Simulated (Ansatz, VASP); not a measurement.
One calculation of InP, two programs

File INCAR:

```
PREC = Accurate ; ENCUT = 520
EDIFF = 1E-8 ; ISMEAR = -1
SIGMA = 0.03 ; LREAL = False
LASPH = True ; NELM = 80
ALGO = Normal ; ISIF = 2
LWAVE = False ; LCHARG = False
GGA = PS ; LEFG = True
NBANDS = 16
```

File KPOINTS:

```
regular mesh
0
Gamma
  11 11 11
```

POSCAR

```
InP
1.0
    0.0000000000      2.7693500000      2.8550000000
    2.7693500000      0.0000000000      2.8550000000
    2.7693500000      2.7693500000      0.0000000000
In P
1 1
Direct
    0.0000000000      0.0000000000      0.0000000000
    0.5000000000      0.5000000000      0.5000000000
```

Input for Ansatz:

```yaml
crystal:
  lattice:
    - [0.0, 2.76935, 2.855]
    - [2.76935, 0.0, 2.855]
    - [2.76935, 2.76935, 0.0]
  atoms:
    - { symbol: In, position: [0.0, 0.0, 0.0] }
    - { symbol: P, position: [0.5, 0.5, 0.5] }
kpoints:
  mp_grid: { grid: [11, 11, 11] }
scf:
  occupations: { method: fermi_dirac, width: 0.03 }
hamiltonian:
  xc: pbesol
  pseudopotentials: { kind: all_electron, datasets: crystal }
output:
  forces: true
  stress: true
  eigenvalues: true
  efg: { contact_densities: true }
```

Change from the starting cell: equal xx and yy strain of -3 %, crystal datasets.

Alike in both runs: task electric field gradients; functional PBEsol; k mesh 11 × 11 × 11; occupations fermi-dirac, width 0.03 eV; no spin polarisation.

```csv
,VASP,Ansatz
version,VASP 6.6.1,Ansatz 0.2.0
potentials or method,"VASP PAW PBE potentials, release 64 (In_d, P), cutoff 520 eV","all-electron PAW with datasets made for the crystal, scalar-relativistic"
```

```csv
,VASP,Ansatz,Ansatz less VASP
pressure (GPa),-5.1,-5.1,-0.01
"traceless stress, the component that is largest in VASP (GPa)",-2.06,-2.06,+0.002
size of Vzz on the site where it differs most (V/Å²),29.8,28.9,-0.95
```

VASP's potentials were made for PBE, not for PBEsol. Ansatz ran all-electron here, and VASP with PAW potentials.
